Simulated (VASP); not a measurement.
Here is a VASP 6.6.1 calculation.

Contents of INCAR:

```
SYSTEM = Sm
ALGO = Normal
EDIFF = 1E-6
ENCUT = 600
GGA = PE
GGA_COMPAT = .False.
ISIF = 2
ISMEAR = 0
LASPH = .True.
LCHARG = .True.
LMAXMIX = 6
LNONCOLLINEAR = .True.
LORBIT = 11
LORBMOM = .True.
LREAL = .False.
LSORBIT = .True.
LVHAR = .True.
LWAVE = .False.
MAGMOM = 0 0 5
NBANDS = 27
NELM = 200
PREC = Accurate
SIGMA = 0.05
```

KPOINTS

```
k-points
0
Gamma
  2 2 2
  0 0 0
```

The input POSCAR:

```
Sm
1.0
    0.0000000000      2.5350000000      2.5350000000
    2.5350000000      0.0000000000      2.5350000000
    2.5350000000      2.5350000000      0.0000000000
Sm
1
Direct
    0.0000000000      0.0000000000      0.0000000000
```

Potentials or basis: VASP PAW PBE potentials, release 64 (Sm).

Command:

```console
$ cat potpaw_PBE.64/Sm/POTCAR > POTCAR
$ mpirun -np 1 vasp_ncl > vasp.out
```

Q: What does it give for the pressure?

A: -10.1 GPa.

Q: Estimate the net moment.

A: 5.88 μB per cell.

Moments on the atoms (μB; x, y, z):
```
Sm  0.00 0.00 5.46
```

Caveat: the k points lie up to 1.07 Å⁻¹ apart; the magnetic or orbital state may not be the lowest. The state reached can hang on the start; a lower one may exist.
